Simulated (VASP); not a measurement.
# Nb (Im-3m) in VASP: further runs

Runs on Nb. Level: r2SCAN. Tasks: single point.

Everything below comes from runs of VASP 6.6.1. Logs are shortened: lines on timing, memory, paths and dates and some standing lists are left out, and cuts for length are marked.

**1. The cell of the first run**

The structure is cubic, space group Im-3m (No. 229). Conventional cell: a = 3.212 Å, b = 3.212 Å, c = 3.212 Å, α = 90.00°, β = 90.00°, γ = 90.00°. Within 3.7 Å of Nb (site symmetry m-3m) lie 14 Nb at 2.78 to 3.21 Å.

**2. Single point, r2SCAN (volume scaled by 0.92)**

The input, POSCAR:

```
Nb
1.0
   -1.6058722834      1.6058722834      1.6058722834
    1.6058722834     -1.6058722834      1.6058722834
    1.6058722834      1.6058722834     -1.6058722834
Nb
1
Direct
    0.0000000000      0.0000000000      0.0000000000
```

The input, INCAR.step1:

```
ALGO = Normal
EDIFF = 1E-4
ENCUT = 520
GGA = PE
ISMEAR = -1
LASPH = True
LCHARG = False
LREAL = False
LWAVE = True
NBANDS = 12
NELM = 100
PREC = Accurate
SIGMA = 0.1
```

The input, INCAR.step2:

```
ALGO = Normal
EDIFF = 1E-7
ENCUT = 520
ISIF = 2
ISMEAR = -1
ISTART = 1
LASPH = True
LCHARG = True
LELF = True
LMIXTAU = True
LREAL = False
LVHAR = True
LWAVE = False
METAGGA = R2SCAN
NBANDS = 12
NELM = 100
PREC = Accurate
SIGMA = 0.1
```

The input, KPOINTS:

```
k-points
0
Gamma
  22 22 22
```

Potentials or basis: VASP PAW PBE potentials, release 64 (Nb_sv).

Started as:

```sh
$ cat potpaw_PBE.64/Nb_sv/POTCAR > POTCAR
$ cp INCAR.step1 INCAR
$ mpirun -np 1 vasp_std > vasp.out
$ cp INCAR.step2 INCAR
$ mpirun -np 1 vasp_std > vasp.out
```

OUTCAR:

```text
EDIFF = 1E-7
   ENCUT = 520
   ISIF = 2
   ISMEAR = -1
   ISTART = 1
   LASPH = True
   LREAL = False
   METAGGA = R2SCAN
   NELM = 100
   PREC = Accurate

 ion  position               nearest neighbor table
   1  0.000  0.000  0.000-

  LATTYP: Found a body centered cubic cell.
 ALAT       =     3.2117445668

  Lattice vectors:

 A1 = (  -1.6058722834,   1.6058722834,   1.6058722834)
 A2 = (   1.6058722834,  -1.6058722834,   1.6058722834)
 A3 = (   1.6058722834,   1.6058722834,  -1.6058722834)

Analysis of symmetry for initial positions (statically):
=====================================================================
 Subroutine PRICEL returns:
 Original cell was already a primitive cell.

 Routine SETGRP: Setting up the symmetry group for a
 body centered cubic supercell.

 Subroutine GETGRP returns: Found 48 space group operations
 (whereof 48 operations were pure point group operations)
 out of a pool of 48 trial point group operations.

The static configuration has the point symmetry O_h .

Analysis of symmetry for dynamics (positions and initial velocities):
=====================================================================
 Subroutine PRICEL returns:
 Original cell was already a primitive cell.

 Routine SETGRP: Setting up the symmetry group for a
 body centered cubic supercell.

 Subroutine GETGRP returns: Found 48 space group operations
 (whereof 48 operations were pure point group operations)
 out of a pool of 48 trial point group operations.

The dynamic configuration has the point symmetry O_h .

 Subroutine INISYM returns: Found 48 space group operations
 (whereof 48 operations are pure point group operations),
 and found     1 'primitive' translations

----------------------------------------------------------------------------------------

                                     Primitive cell

  volume of cell :      16.5651

  direct lattice vectors                    reciprocal lattice vectors
    -1.605872283  1.605872283  1.605872283     0.000000000  0.311357264  0.311357264
     1.605872283 -1.605872283  1.605872283     0.311357264  0.000000000  0.311357264
     1.605872283  1.605872283 -1.605872283     0.311357264  0.311357264  0.000000000

  length of vectors
     2.781452385  2.781452385  2.781452385     0.440325665  0.440325665  0.440325665

  position of ions in fractional coordinates (direct lattice)
[... 83 lines left out ...]
   ISIF   =      2    stress and relaxation
   ISYM   =      2    0-nonsym 1-usesym 2-fastsym
   POTIM  = 0.5000    time-step for ionic-motion
   TEBEG  =    0.0;   TEEND  =   0.0 temperature during run
   PSTRESS=    0.0 pullay stress
   NELECT =      13.0000    total number of electrons
   NUPDOWN=      -1.0000    fix difference up-down
   EMIN   =  10.00;   EMAX   =-10.00  energy-range for DOS
   EFERMI =   0.00;   METHOD = LEGACY
   ISMEAR =    -1;   SIGMA  =   0.10  broadening in eV -4-tet -1-fermi 0-gaus
   EFERMI_NEDOS =   21; number of points for ismear=-14 and -15
   IALGO  =     38    algorithm
   IMIX   =      4    mixing-type and parameters
     AMIX     =   0.40;   BMIX     =  1.00
     AMIX_MAG =   1.60;   BMIX_MAG =  1.00
  volume/ion in A,a.u.               =      16.57       111.79
  Fermi-wavevector in a.u.,A,eV,Ry     =   1.510051  2.853583 31.024739  2.280254
  Thomas-Fermi vector in A             =   2.620292
   LORBIT       =      0    0 simple, 1 ext, 2 COOP (PROOUT), +10 PAW based schemes
   METAGGA = R2SCAN    functional components
   LHFCALC =     F    Hartree Fock is set to
   AEXX    =    0.0000 exact exchange contribution
   IVDW    =     0    specifies the selected vdW correction
   LEPSILON=     F    determine dielectric tensor
   LRPA    =     F    only Hartree local field effects (RPA)
 non-spin polarized calculation
  energy-cutoff  :      520.00
  volume of cell :       16.57
 maximum number of plane-waves:       466
 NGX is ok and might be reduce to    24
   NGX = 11   NGY = 11   NGZ = 11

 number of electron      12.9999999 magnetization

 Free energy of the ion-electron system (eV)
  ---------------------------------------------------
  ext. energy  EPLUGINS =         0.00000000
  ---------------------------------------------------
  free energy    TOTEN  =       -24.79285033 eV

  energy without entropy =      -24.75014086  energy(sigma->0) =      -24.77149560

 E-fermi :  12.3707     XC(G=0): -14.1203

 val. band max:       12.3705388679   @ k =   0.1818   0.0000   0.0000
 cond. band min:      12.3792506864   @ k =   0.2727   0.0455   0.0000
 fundamental gap:      0.0087118185
 Fermi energy:        12.3707176825

 k-point     1 :       0.0000    0.0000    0.0000
  band No.  band energies     occupation
      1     -43.7115      2.00000
      2     -18.0335      2.00000
      3     -18.0335      2.00000
      4     -18.0335      2.00000
      5       5.9531      2.00000
      6      12.7602      0.03989
      7      12.7602      0.03989
      8      12.7602      0.03989
      9      16.1713      0.00000
     10      16.1713      0.00000
     11      27.4526      0.00000
     12      27.4526      0.00000
[... 331 lines left out ...]
 k-point    24 :       0.1364    0.0909    0.0000
  band No.  band energies     occupation
      1     -43.5869      2.00000
      2     -18.6968      2.00000
      3     -18.2030      2.00000
      4     -18.0866      2.00000
      5       7.5762      2.00000
      6      11.9057      1.98107
      7      12.0820      1.89444
      8      14.6181      0.00000
      9      15.1851      0.00000
     10      16.4280      0.00000
     11      28.6714      0.00000
     12      29.7175      0.00000

 [... further k-points ...]

------------------------ aborting loop because EDIFF is reached ----------------------------------------

  FORCE on cell =-STRESS in cart. coord.  units (eV):
  Direction    XX          YY          ZZ          XY          YZ          ZX
  --------------------------------------------------------------------------------------
  -------------------------------------------------------------------------------------
  Total        1.7686507      1.7686507      1.7686507      0.0000000      0.0000000      0.0000000
  in kB      171.0644071    171.0644071    171.0644071      0.0000000      0.0000000      0.0000000
  external PRESSURE =     171.0644071 kB  Pullay stress =       0.0000000 kB

 VOLUME and BASIS-vectors are now :
 -----------------------------------------------------------------------------
  energy-cutoff  :      520.00
  volume of cell :       16.57
      direct lattice vectors                 reciprocal lattice vectors
    -1.605872283  1.605872283  1.605872283     0.000000000  0.311357264  0.311357264
     1.605872283 -1.605872283  1.605872283     0.311357264  0.000000000  0.311357264
     1.605872283  1.605872283 -1.605872283     0.311357264  0.311357264  0.000000000

 POSITION                                       TOTAL-FORCE (eV/Angst)
 -----------------------------------------------------------------------------------
      0.00000      0.00000      0.00000        -0.000000     -0.000000     -0.000000
 -----------------------------------------------------------------------------------
    total drift:                               -0.000000      0.000000      0.000000

  FREE ENERGIE OF THE ION-ELECTRON SYSTEM (eV)
  ---------------------------------------------------
  free  energy   TOTEN  =       -24.7928503343 eV

  energy  without entropy=      -24.7501408629  energy(sigma->0) =      -24.77149560
```

Run time: 5.3 min. Hardware: 1 thread of AMD EPYC 7R43 (Zen 3), shared host; peak memory 0.16 GiB.

What came out:

```
Free energy : -24.7929 eV
Pressure    : 17.1 GPa
```

Caveat: the cell differs from its parent crystal (volume scaled by 0.92); the PAW data sets were made with another functional, which shifts forces and pressure a little.

**3. Single point, r2SCAN (volume scaled by 0.96)**

The input, POSCAR:

```
Nb
1.0
   -1.6288164159      1.6288164159      1.6288164159
    1.6288164159     -1.6288164159      1.6288164159
    1.6288164159      1.6288164159     -1.6288164159
Nb
1
Direct
    0.0000000000      0.0000000000      0.0000000000
```

INCAR.step1 is that of step 2.

The input, INCAR.step2:

```
ALGO = Normal
EDIFF = 1E-6
ENCUT = 520
ISIF = 2
ISMEAR = -1
ISTART = 1
LASPH = True
LCHARG = False
LMIXTAU = True
LREAL = False
LWAVE = False
METAGGA = R2SCAN
NBANDS = 12
NELM = 100
PREC = Accurate
SIGMA = 0.1
```

KPOINTS is that of step 2.

Potentials or basis: VASP PAW PBE potentials, release 64 (Nb_sv).

Started as:

```sh
$ cat potpaw_PBE.64/Nb_sv/POTCAR > POTCAR
$ cp INCAR.step1 INCAR
$ mpirun -np 1 vasp_std > vasp.out
$ cp INCAR.step2 INCAR
$ mpirun -np 1 vasp_std > vasp.out
```

Wall time 4.3 min (1 thread of AMD EPYC 7R43 (Zen 3), shared host); peak memory 0.16 GiB.

The run converged. Its results:

- Free energy: -24.8487 eV
- Pressure: 7.9 GPa

Levels at points of the mesh, in eV from the Fermi level:
```tsv
k point	band 4	band 5	band 6	band 7	band 8	band 9
(0.00, 0.00, 0.00)	-30.56	-6.36	0.42	0.42	0.42	3.68
(0.50, 0.00, 0.00)	-30.57	-4.10	-1.86	2.47	3.73	4.49
(0.50, 0.50, 0.50)	-31.66	-4.16	-4.16	6.14	6.14	6.14
```

Caveat: the cell differs from its parent crystal (volume scaled by 0.96); the PAW data sets were made with another functional, which shifts forces and pressure a little.

**4. Single point, r2SCAN**

This run uses another cell than the first one, of 18.01 Å³/atom, 1.087 times its volume.

The input, POSCAR:

```
Nb
1.0
   -1.6511317425      1.6511317425      1.6511317425
    1.6511317425     -1.6511317425      1.6511317425
    1.6511317425      1.6511317425     -1.6511317425
Nb
1
Direct
    0.0000000000      0.0000000000      0.0000000000
```

INCAR.step1 is that of step 3.

INCAR.step2 is that of step 3.

KPOINTS is that of step 3.

Started as:

```sh
$ cat potpaw_PBE.64/Nb_sv/POTCAR > POTCAR
$ cp INCAR.step1 INCAR
$ mpirun -np 1 vasp_std > vasp.out
$ cp INCAR.step2 INCAR
$ mpirun -np 1 vasp_std > vasp.out
```

Wall time 5.1 min (1 thread of AMD EPYC 7R43 (Zen 3), shared host); peak memory 0.16 GiB.

The run converged. Its results:

* Free energy: -24.8665 eV
* Pressure: 0.2 GPa

Levels at points of the mesh, in eV from the Fermi level:
```tsv
k point	band 3	band 4	band 5	band 6	band 7	band 8	band 9	band 10
(0.00, 0.00, 0.00)	-30.70	-30.70	-6.30	0.43	0.43	0.43	3.56	3.56
(0.50, 0.00, 0.00)	-31.16	-30.72	-3.92	-1.72	2.24	3.57	4.30	6.65
(0.50, 0.50, 0.50)	-31.69	-31.69	-3.90	-3.90	5.85	5.85	5.85	9.52
```

Caveat: the PAW data sets were made with another functional, which shifts forces and pressure a little.

**5. Single point, r2SCAN (volume scaled by 1.04)**

The input, POSCAR:

```
Nb
1.0
   -1.6728596519      1.6728596519      1.6728596519
    1.6728596519     -1.6728596519      1.6728596519
    1.6728596519      1.6728596519     -1.6728596519
Nb
1
Direct
    0.0000000000      0.0000000000      0.0000000000
```

INCAR.step1 is that of step 4.

INCAR.step2 is that of step 4.

KPOINTS is that of step 4.

Started as:

```sh
$ cat potpaw_PBE.64/Nb_sv/POTCAR > POTCAR
$ cp INCAR.step1 INCAR
$ mpirun -np 1 vasp_std > vasp.out
$ cp INCAR.step2 INCAR
$ mpirun -np 1 vasp_std > vasp.out
```

Wall time 5.9 min (1 thread of AMD EPYC 7R43 (Zen 3), shared host); peak memory 0.16 GiB.

Results (log left out):

```
Free energy : -24.8526 eV
Pressure    : -6.2 GPa
```

Levels at points of the mesh, in eV from the Fermi level:
| k point | band 3 | band 4 | band 5 | band 6 | band 7 | band 8 | band 9 | band 10 | band 11 | band 12 |
| --- | --- | --- | --- | --- | --- | --- | --- | --- | --- | --- |
| (0.00, 0.00, 0.00) | -30.84 | -30.84 | -6.23 | 0.44 | 0.44 | 0.44 | 3.44 | 3.44 | 14.75 | 14.75 |
| (0.50, 0.00, 0.00) | -31.25 | -30.86 | -3.76 | -1.61 | 2.04 | 3.43 | 4.12 | 6.33 | 12.01 | 12.07 |
| (0.50, 0.50, 0.50) | -31.72 | -31.72 | -3.67 | -3.67 | 5.58 | 5.58 | 5.58 | 9.16 | 9.16 | 9.16 |

Caveat: the cell differs from its parent crystal (volume scaled by 1.04); the PAW data sets were made with another functional, which shifts forces and pressure a little.

**6. Overview**

```tsv
cell	gap on the mesh (eV)	pressure (GPa)
a = 2.781 Å, angles 109.5°, 1 atom	none	17.1
a = 2.821 Å, angles 109.5°, 1 atom	none	7.9
a = 2.860 Å, angles 109.5°, 1 atom	none	0.2
a = 2.897 Å, angles 109.5°, 1 atom	none	-6.2
```

Alike in all rows: task single point; level r2SCAN; potentials or basis VASP PAW PBE potentials, release 64 (Nb_sv); no spin polarisation; k mesh 22 × 22 × 22; cutoff (eV) 520; smearing fermi-dirac 0.1 eV.

Caveats: the PAW data sets were made with another functional, which shifts forces and pressure a little.

Total energies depend on the potentials used, so only differences within one code and one set of settings carry meaning.
